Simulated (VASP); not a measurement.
# Y (P6_3/mmc) in VASP: notebook

The runs below take Y through single point, with PBE.

Program: VASP 6.6.1. These are calculated values, not measurements. Logs are shortened: lines on timing, memory, paths and dates and some standing lists are left out, and cuts for length are marked.

### Step 1. The cell of the first run

Symmetry: P6_3/mmc, No. 194, hexagonal system. The conventional cell has a = 3.568 Å, b = 3.568 Å, c = 11.602 Å, α = 90.00°, β = 90.00°, γ = 120.00°. Y (site symmetry -6m2) has 12 Y at 3.56 to 3.57 Å within 4.7 Å. Within 4.7 Å of Y (site symmetry -3m) lie 12 Y at 3.56 to 3.57 Å.

### Step 2. Single point, PBE

Contents of INCAR:

```
ALGO = Normal
EDIFF = 1E-7
ENCUT = 520
GGA = PE
ISIF = 2
ISMEAR = -1
LASPH = T
LCHARG = F
LREAL = F
LWAVE = F
NBANDS = 30
NELM = 80
PREC = Accurate
SIGMA = 0.05
```

Contents of KPOINTS:

```
k-points
0
Gamma
  8 8 3
```

Contents of POSCAR:

```
Y
1.0
    3.5681856401      0.0000000000      0.0000000000
   -1.7840928201      3.0901394097      0.0000000000
    0.0000000000      0.0000000000     11.6023455607
Y
4
Direct
    0.6666666667      0.3333333333      0.7500000000
    0.0000000000      0.0000000000      0.5000000000
    0.3333333333      0.6666666667      0.2500000000
    0.0000000000      0.0000000000      0.0000000000
```

Potentials or basis: VASP PAW PBE potentials, release 64 (Y_sv).

Command:

```bash
cat potpaw_PBE.64/Y_sv/POTCAR > POTCAR
mpirun -np 1 vasp_std > vasp.out
```

OUTCAR:

```text
EDIFF = 1E-7
   ENCUT = 520
   GGA = PE
   ISIF = 2
   ISMEAR = -1
   LASPH = T
   LREAL = F
   NELM = 80
   PREC = Accurate

 ion  position               nearest neighbor table
   1  0.667  0.333  0.750-   2 3.56   4 3.56   2 3.56   4 3.56   2 3.56   4 3.56
   2  0.000  0.000  0.500-   1 3.56   3 3.56   3 3.56   1 3.56   1 3.56   3 3.56
   3  0.333  0.667  0.250-   2 3.56   4 3.56   2 3.56   4 3.56   2 3.56   4 3.56
   4  0.000  0.000  0.000-   1 3.56   3 3.56   3 3.56   1 3.56   1 3.56   3 3.56

  LATTYP: Found a hexagonal cell.
 ALAT       =     3.5681856401
 C/A-ratio  =     3.2516092858

  Lattice vectors:

 A1 = (   3.5681856401,   0.0000000000,   0.0000000000)
 A2 = (  -1.7840928201,   3.0901394097,   0.0000000000)
 A3 = (   0.0000000000,   0.0000000000,  11.6023455607)

Analysis of symmetry for initial positions (statically):
=====================================================================
 Subroutine PRICEL returns:
 Original cell was already a primitive cell.

 Routine SETGRP: Setting up the symmetry group for a
 hexagonal supercell.

 Subroutine GETGRP returns: Found 24 space group operations
 (whereof 12 operations were pure point group operations)
 out of a pool of 24 trial point group operations.

The static configuration has the point symmetry D_3d.
 The point group associated with its full space group is D_6h.

Analysis of symmetry for dynamics (positions and initial velocities):
=====================================================================
 Subroutine PRICEL returns:
 Original cell was already a primitive cell.

 Routine SETGRP: Setting up the symmetry group for a
 hexagonal supercell.

 Subroutine GETGRP returns: Found 24 space group operations
 (whereof 12 operations were pure point group operations)
 out of a pool of 24 trial point group operations.

The dynamic configuration has the point symmetry D_3d.
 The point group associated with its full space group is D_6h.

 Subroutine INISYM returns: Found 24 space group operations
 (whereof 12 operations are pure point group operations),
 and found     1 'primitive' translations

----------------------------------------------------------------------------------------

                                     Primitive cell

  volume of cell :     127.9297

  direct lattice vectors                    reciprocal lattice vectors
     3.568185640  0.000000000  0.000000000     0.280254477  0.161804998  0.000000000
    -1.784092820  3.090139410  0.000000000     0.000000000  0.323609995  0.000000000
     0.000000000  0.000000000 11.602345561     0.000000000  0.000000000  0.086189469

  length of vectors
     3.568185640  3.568185640 11.602345561     0.323609995  0.323609995  0.086189469

  position of ions in fractional coordinates (direct lattice)
     0.666666667  0.333333333  0.750000000
     0.000000000  0.000000000  0.500000000
     0.333333333  0.666666667  0.250000000
     0.000000000  0.000000000  0.000000000

  ion indices of the primitive-cell ions
   primitive index   ion index
                 1           1
                 2           2
                 3           3
                 4           4

----------------------------------------------------------------------------------------

 KPOINTS: k-points

Automatic generation of k-mesh.
 Grid dimensions read from file:
 generate k-points for:    8    8    3

 Generating k-lattice:

  Cartesian coordinates                     Fractional coordinates (reciprocal lattice)
     0.035031810  0.020225625  0.000000000     0.125000000  0.000000000  0.000000000
     0.000000000  0.040451249  0.000000000     0.000000000  0.125000000  0.000000000
     0.000000000  0.000000000  0.028729823     0.000000000  0.000000000  0.333333333

  Length of vectors
     0.040451249  0.040451249  0.028729823

  Shift w.r.t. Gamma in fractional coordinates (k-lattice)
     0.000000000  0.000000000  0.000000000

 Subroutine IBZKPT returns following result:
 ===========================================

 Found     20 irreducible k-points:

 Following reciprocal coordinates:
            Coordinates               Weight
  0.000000  0.000000  0.000000      1.000000
  0.125000 -0.000000  0.000000      6.000000
  0.250000 -0.000000  0.000000      6.000000
  0.375000 -0.000000  0.000000      6.000000
  0.500000 -0.000000  0.000000      3.000000
  0.125000  0.125000  0.000000      6.000000
[... 12 lines left out ...]
  0.250000  0.250000  0.333333     12.000000
  0.375000  0.250000  0.333333     12.000000
   k-points           NKPTS =     20   k-points in BZ     NKDIM =     20   number of bands    NBANDS=     30
   number of dos      NEDOS =    301   number of ions     NIONS =      4
   total plane-waves  NPLWV =  70560
   dimension x,y,z NGX =    28 NGY =   28 NGZ =   90
   dimension x,y,z NGXF=    56 NGYF=   56 NGZF=  180
   ions per type =               4
   NGX,Y,Z   is equivalent  to a cutoff of  13.05, 13.05, 12.90 a.u.
   NGXF,Y,Z  is equivalent  to a cutoff of  26.09, 26.09, 25.79 a.u.
 SYSTEM =  unknown system
   PREC   = accura    normal or accurate (medium, high low for compatibility)
   ISTART =      0    job   : 0-new  1-cont  2-samecut
   ICHARG =      2    charge: 1-file 2-atom 10-const
   ISPIN  =      1    spin polarized calculation?
   LNONCOLLINEAR =      F non collinear calculations
   LSORBIT =      F    spin-orbit coupling
   LASPH  =      T    aspherical Exc in radial PAW
   ENCUT  =  520.0 eV  38.22 Ry    6.18 a.u.   6.63  6.63 21.57*2*pi/ulx,y,z
   NELM   =     80;   NELMIN=  2; NELMDL= -5     # of ELM steps
   EDIFF  = 0.1E-06   stopping-criterion for ELM
   LREAL  =      F    real-space projection
   EDIFFG = 0.1E-05   stopping-criterion for IOM
   NSW    =      0    number of steps for IOM
   IBRION =     -1    ionic relax: 0-MD 1-quasi-New 2-CG
   NFREE  =      0    steps in history (QN), initial steepest desc. (CG)
   ISIF   =      2    stress and relaxation
   ISYM   =      2    0-nonsym 1-usesym 2-fastsym
   POTIM  = 0.5000    time-step for ionic-motion
   TEBEG  =    0.0;   TEEND  =   0.0 temperature during run
   PSTRESS=    0.0 pullay stress
   NELECT =      44.0000    total number of electrons
   NUPDOWN=      -1.0000    fix difference up-down
   EMIN   =  10.00;   EMAX   =-10.00  energy-range for DOS
   EFERMI =   0.00;   METHOD = LEGACY
   ISMEAR =    -1;   SIGMA  =   0.05  broadening in eV -4-tet -1-fermi 0-gaus
   EFERMI_NEDOS =   21; number of points for ismear=-14 and -15
   IALGO  =     38    algorithm
   IMIX   =      4    mixing-type and parameters
     AMIX     =   0.40;   BMIX     =  1.00
     AMIX_MAG =   1.60;   BMIX_MAG =  1.00
  volume/ion in A,a.u.               =      31.98       215.83
  Fermi-wavevector in a.u.,A,eV,Ry     =   1.147014  2.167542 17.900376  1.315641
  Thomas-Fermi vector in A             =   2.283696
   LORBIT       =      0    0 simple, 1 ext, 2 COOP (PROOUT), +10 PAW based schemes
   GGA     = PE    functional components
   LHFCALC =     F    Hartree Fock is set to
   AEXX    =    0.0000 exact exchange contribution
   IVDW    =     0    specifies the selected vdW correction
   LEPSILON=     F    determine dielectric tensor
   LRPA    =     F    only Hartree local field effects (RPA)
 non-spin polarized calculation
  energy-cutoff  :      520.00
  volume of cell :      127.93
 maximum number of plane-waves:      3523
 NGX is ok and might be reduce to    28
   NGX = 13   NGY = 13   NGZ = 43

 number of electron      43.9999999 magnetization

 Free energy of the ion-electron system (eV)
  ---------------------------------------------------
  ext. energy  EPLUGINS =         0.00000000
  ---------------------------------------------------
  free energy    TOTEN  =       -25.71979604 eV

  energy without entropy =      -25.66491137  energy(sigma->0) =      -25.69235370

 E-fermi :   3.1653     XC(G=0):  -9.5279

 val. band max:        3.0971952463   @ k =   0.1250   0.1250   0.0000
 cond. band min:       3.1738744066   @ k =   0.2500   0.2500   0.3333
 fundamental gap:      0.0766791603
 Fermi energy:         3.1652623227

 k-point     1 :       0.0000    0.0000    0.0000
  band No.  band energies     occupation
      1     -39.4689      2.00000
      2     -39.4391      2.00000
      3     -39.4263      2.00000
      4     -39.3963      2.00000
      5     -19.7517      2.00000
      6     -19.4719      2.00000
[... 22 lines left out ...]
     29       5.2380      0.00000
     30       5.2382      0.00000

 k-point     2 :       0.1250   -0.0000    0.0000
  band No.  band energies     occupation
      1     -39.4598      2.00000
      2     -39.4325      2.00000
      3     -39.4196      2.00000
      4     -39.3920      2.00000
      5     -19.7223      2.00000
      6     -19.4818      2.00000
[... 22 lines left out ...]
     29       5.2277      0.00000
     30       5.4567      0.00000

 k-point     3 :       0.2500   -0.0000    0.0000
  band No.  band energies     occupation
      1     -39.4372      2.00000
      2     -39.4163      2.00000
      3     -39.4034      2.00000
      4     -39.3824      2.00000
      5     -19.6471      2.00000
      6     -19.5437      2.00000
[... 22 lines left out ...]
     29       5.2755      0.00000
     30       5.7482      0.00000

 k-point     4 :       0.3750   -0.0000    0.0000
  band No.  band energies     occupation
      1     -39.4122      2.00000
      2     -39.4001      2.00000
      3     -39.3871      2.00000
      4     -39.3750      2.00000
      5     -19.6808      2.00000
      6     -19.6789      2.00000
[... 484 lines left out ...]
     29       5.1689      0.00000
     30       5.5201      0.00000

 k-point    19 :       0.2500    0.2500    0.3333
  band No.  band energies     occupation
      1     -39.3990      2.00000
      2     -39.3957      2.00000
      3     -39.3781      2.00000
      4     -39.3747      2.00000
      5     -19.6374      2.00000
      6     -19.6322      2.00000
[... 22 lines left out ...]
     29       5.3770      0.00000
     30       5.4140      0.00000

 k-point    20 :       0.3750    0.2500    0.3333
  band No.  band energies     occupation
      1     -39.3898      2.00000
      2     -39.3890      2.00000
      3     -39.3752      2.00000
      4     -39.3744      2.00000
      5     -19.6466      2.00000
      6     -19.6405      2.00000
[... 22 lines left out ...]
     29       5.4946      0.00000
     30       5.6633      0.00000

------------------------ aborting loop because EDIFF is reached ----------------------------------------

  FORCE on cell =-STRESS in cart. coord.  units (eV):
  Direction    XX          YY          ZZ          XY          YZ          ZX
  --------------------------------------------------------------------------------------
  -------------------------------------------------------------------------------------
  Total        0.5231675      0.5231675      0.1108437     -0.0000000      0.0000000      0.0000000
  in kB        6.5520928      6.5520928      1.3881942     -0.0000000      0.0000000      0.0000000
  external PRESSURE =       4.8307932 kB  Pullay stress =       0.0000000 kB

 VOLUME and BASIS-vectors are now :
 -----------------------------------------------------------------------------
  energy-cutoff  :      520.00
  volume of cell :      127.93
      direct lattice vectors                 reciprocal lattice vectors
     3.568185640  0.000000000  0.000000000     0.280254477  0.161804998  0.000000000
    -1.784092820  3.090139410  0.000000000     0.000000000  0.323609995  0.000000000
     0.000000000  0.000000000 11.602345561     0.000000000  0.000000000  0.086189469

 POSITION                                       TOTAL-FORCE (eV/Angst)
 -----------------------------------------------------------------------------------
      1.78409      1.03005      8.70176        -0.000000      0.000000     -0.000000
      0.00000      0.00000      5.80117         0.000000      0.000000     -0.000000
     -0.00000      2.06009      2.90059         0.000000     -0.000000      0.000000
      0.00000      0.00000      0.00000         0.000000      0.000000     -0.000000
 -----------------------------------------------------------------------------------
    total drift:                                0.000000     -0.000000      0.000000

  FREE ENERGIE OF THE ION-ELECTRON SYSTEM (eV)
  ---------------------------------------------------
  free  energy   TOTEN  =       -25.7197960372 eV

  energy  without entropy=      -25.6649113692  energy(sigma->0) =      -25.69235370
```

Wall time 58 s (1 thread of Intel Xeon 6975P-C (Granite Rapids), shared host); peak memory 0.27 GiB.

Results:

```yaml
Free_energy: -25.7198 eV
Pressure: 0.5 GPa
Band_gap_on_the_k_mesh: zero (band 22 reaches 3.92 eV, above the bottom of band 23 at 2.85 eV)
```

Stress tensor (GPa, compression positive):
```
0.66 0.00 0.00
0.00 0.66 0.00
0.00 0.00 0.14
```

Levels at points of the mesh, in eV from the Fermi level:
| k point | band 20 | band 21 | band 22 | band 23 | band 24 | band 25 |
| --- | --- | --- | --- | --- | --- | --- |
| (0.00, 0.00, 0.00) | -1.98 | 0.71 | 0.75 | 0.80 | 1.66 | 1.66 |
| (0.50, 0.00, 0.00) | -1.22 | -0.54 | -0.49 | -0.32 | 0.43 | 0.76 |

### Step 3. Single point, PBE

This run uses another cell than the first one, of 32.66 Å³/atom, 1.021 times its volume.

Contents of INCAR:

```
ALGO = Normal ; EDIFF = 1E-7
ENCUT = 520 ; GGA = PE
ISIF = 2 ; ISMEAR = -1
LASPH = True ; LCHARG = False
LREAL = False ; LWAVE = False
NBANDS = 30 ; NELM = 100
PREC = Accurate ; SIGMA = 0.05
```

KPOINTS is that of step 2.

Contents of POSCAR:

```
Y
1.0
    3.5933145359      0.0000000000      0.0000000000
   -1.7966572680      3.1119016719      0.0000000000
    0.0000000000      0.0000000000     11.6840549116
Y
4
Direct
    0.6666666667      0.3333333333      0.7500000000
    0.0000000000      0.0000000000      0.5000000000
    0.3333333333      0.6666666667      0.2500000000
    0.0000000000      0.0000000000      0.0000000000
```

Potentials or basis: VASP PAW PBE potentials, release 64 (Y_sv).

Command:

```bash
cat potpaw_PBE.64/Y_sv/POTCAR > POTCAR
mpirun -np 1 vasp_std > vasp.out
```

It took 53 s on 1 thread of Intel Xeon 6975P-C (Granite Rapids), shared host; peak memory 0.27 GiB.

The run converged. Its results:

| Item | Value |
| --- | --- |
| Free energy | -25.7210 eV |
| Pressure | -0.3 GPa |
| Band gap on the k mesh | zero (band 22 reaches 3.81 eV, above the bottom of band 23 at 2.75 eV) |

Stress tensor (GPa, compression positive):
```
-0.17  0.00  0.00
 0.00 -0.17  0.00
 0.00  0.00 -0.70
```

Levels at points of the mesh, in eV from the Fermi level:
| k point | band 19 | band 20 | band 21 | band 22 | band 23 | band 24 | band 25 | band 26 |
| --- | --- | --- | --- | --- | --- | --- | --- | --- |
| (0.00, 0.00, 0.00) | -3.35 | -1.95 | 0.65 | 0.74 | 0.80 | 1.64 | 1.64 | 1.71 |
| (0.50, 0.00, 0.00) | -1.31 | -1.21 | -0.53 | -0.47 | -0.31 | 0.40 | 0.76 | 1.37 |
